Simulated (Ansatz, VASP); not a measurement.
# BAs: VASP beside Ansatz

Contents of INCAR:

```
SYSTEM = BAs
PREC = Accurate
ENCUT = 500
EDIFF = 1E-7
ISMEAR = 0
SIGMA = 0.02
LREAL = .FALSE.
LASPH = .TRUE.
NELM = 120
ALGO = Normal
ISIF = 3
LWAVE = .FALSE.
LCHARG = .FALSE.
IBRION = 2
NSW = 100
EDIFFG = -0.002
GGA_COMPAT = .FALSE.
NELMIN = 4
```

KPOINTS

```
regular mesh
0
G
  10 10 10
  0 0 0
```

The input POSCAR:

```
BAs
1.0
    0.0000000000      2.3850000000      2.3850000000
    2.3850000000      0.0000000000      2.3850000000
    2.3850000000      2.3850000000      0.0000000000
B As
1 1
Direct
    0.0000000000      0.0000000000      0.0000000000
    0.2500000000      0.2500000000      0.2500000000
```

Input for Ansatz:

```yaml
crystal:
  lattice:
    - [0.0, 2.385, 2.385]
    - [2.385, 0.0, 2.385]
    - [2.385, 2.385, 0.0]
  atoms:
    - { symbol: B, position: [0.0, 0.0, 0.0] }
    - { symbol: As, position: [0.25, 0.25, 0.25] }
basis:
  ecutwfc: 420
kpoints:
  mp_grid: { grid: [10, 10, 10] }
hamiltonian:
  xc: lda
  pseudopotentials: { kind: paw, azcp: { folder: soft_1 } }
scf:
  occupations: { method: gaussian, width: 0.02 }
output:
  forces: true
  stress: true
  eigenvalues: true
  write_density: true
  write_potential: true
  elf: true
  volumetric_format: npy
relax:
  adjacent_minimum: "off"
  f_tol: 0.002
  max_steps: 80
  cell: { stress_tol: 0.02 }
```

Alike in both runs: task relaxation of cell and atoms; functional LDA; k mesh 10 × 10 × 10; occupations gaussian, width 0.02 eV; no spin polarisation.

```csv
,VASP,Ansatz
version,VASP 6.6.1,Ansatz 0.2.0
potentials or method,"VASP PAW LDA potentials, release 64 (B, As), cutoff 500 eV","scalar-relativistic, plane waves, PAW"
valence electrons in the cell,8,18
```

Ansatz gave:

- gap on the k mesh at the Fermi level, each at its own relaxed structure (eV): 1.11
- relaxed volume (Å³/atom): 13.24
- relaxed cell length with the largest relative difference (Å): 3.346

Question: Which values does VASP return?

Answer: gap on the k mesh at the Fermi level, each at its own relaxed structure (eV): 1.10; relaxed volume (Å³/atom): 13.33; relaxed cell length with the largest relative difference (Å): 3.353.

Ansatz warns that its potentials were made for another functional, while VASP's fit it. LDA's correlation is that of Perdew and Zunger in VASP and of Perdew and Wang (1992) in Ansatz. VASP's potentials hold 8 valence electrons a cell and Ansatz's 18, so a difference there can come from the potentials and not from the codes.
